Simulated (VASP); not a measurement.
The system is C.

```
CELL_PARAMETERS angstrom
1.22803 0.70900 3.34701
-1.22803 0.70900 3.34701
0.00000 -1.41801 3.34701
ATOMIC_POSITIONS crystal
C 0.83600 0.83600 0.83600
C 0.16400 0.16400 0.16400
```

```yaml
Program: VASP 6.6.1
Task: relaxation of cell and atoms
Functional: r2SCAN
Potentials_or_basis: VASP PAW PBE potentials, release 64 (C)
Cutoff: 600 eV
k_mesh: 11 × 11 × 11
Occupations: fermi-dirac, width 0.05 eV
Spin: no spin polarisation
```

At the start: pressure 0.4 GPa; volume 8.74 Å³/atom.

**Question.** Where does the relaxation end?

**Answer.** Over 12 steps the energy falls by 13.4 meV/atom and the volume is 9.09 Å³/atom (+3.9 %); space group R-3m (No. 166, to 0.1 Å) before and after.

The path:
```csv
step,energy change (eV),largest force (eV/Å),pressure (GPa),volume (Å³)
1,0.0000,0.9133,0.39,17.48
2,-0.0140,0.6020,-0.05,17.54
3,-0.0245,0.0030,0.22,17.52
4,-0.0248,0.0070,0.73,17.55
5,-0.0250,0.0139,1.65,17.60
6,-0.0251,0.0140,1.60,17.61
7,-0.0253,0.0141,1.50,17.65
8,-0.0257,0.0145,1.27,17.72
9,-0.0263,0.0154,0.78,17.88
10,-0.0267,0.0174,-0.12,18.18
11,-0.0267,0.0173,-0.07,18.17
12,-0.0267,0.0095,0.00,18.17
```

Final structure:
```
C
1.0
     1.22845    0.70925    3.47586
    -1.22845    0.70925    3.47586
     0.00000   -1.41850    3.47586
C
2
Direct
  0.83331 0.83331 0.83331
  0.16669 0.16669 0.16669
```

Caveat: the PAW data sets were made with another functional, which shifts forces and pressure a little.
